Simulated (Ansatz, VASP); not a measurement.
## NaF in VASP and in Ansatz

```
Na F
1.0
     0.00000    2.25065    2.47571
     2.25065    0.00000    2.47571
     2.25065    2.25065    0.00000
Na F
1 1
Direct
  0.00000 0.00000 0.00000
  0.50000 0.50000 0.50000
```

Alike in both runs: task single point; functional PBE; k mesh 10 × 10 × 10; occupations gaussian, width 0.05 eV; no spin polarisation.

```csv
,VASP,Ansatz
version,VASP 6.6.1,Ansatz 0.2.0
potentials or method,"VASP PAW PBE potentials, release 64 (Na_pv, F), cutoff 520 eV","scalar-relativistic, plane waves, PAW"
valence electrons in the cell,14,16
```

Ansatz gave:

| Property | Result |
| --- | --- |
| gap on the k mesh at the Fermi level (eV) | 6.26 |
| least direct gap on the mesh (eV) | 6.26 |
| pressure (GPa) | 2.7 |
| traceless stress, the component that is largest in VASP (GPa) | -4.60 |

Task: Which values does VASP return?

Result: gap on the k mesh at the Fermi level (eV): 6.24; least direct gap on the mesh (eV): 6.24; pressure (GPa): 2.6; traceless stress, the component that is largest in VASP (GPa): -4.74.

VASP's potentials hold 14 valence electrons a cell and Ansatz's 16, so a difference there can come from the potentials and not from the codes.
